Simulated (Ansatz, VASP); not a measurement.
**Ni: VASP beside Ansatz**

```
CELL_PARAMETERS angstrom
0.00000 2.50152 2.50152
2.50152 0.00000 2.50152
2.50152 2.50152 0.00000
ATOMIC_POSITIONS crystal
Ni 0.12500 0.12500 0.12500
Ni 0.87500 0.87500 0.87500
```

Alike in both runs: functional PBEsol; k mesh 11 × 11 × 11; occupations fermi-dirac, width 0.1 eV; no spin polarisation.

Ansatz relaxed the structure, and its values are those at the end. VASP's run is a single point on that final structure, the one shown.

|  | VASP | Ansatz |
| --- | --- | --- |
| version | VASP 6.6.1 | Ansatz 0.2.0 |
| potentials or method | VASP PAW PBE potentials, release 64 (Ni), cutoff 520 eV | plane waves (420 eV) with PAW, scalar-relativistic |
| valence electrons in the cell | 20 | 36 |

Ansatz gave:

```
pressure (GPa) : 0.0
```

Q: Estimate VASP's values.

A: Pressure (GPa): 0.1.

VASP's potentials were made for PBE, not for PBEsol, and Ansatz warns of the same on its side. VASP's potentials hold 20 valence electrons a cell and Ansatz's 36, so a difference there can come from the potentials and not from the codes.
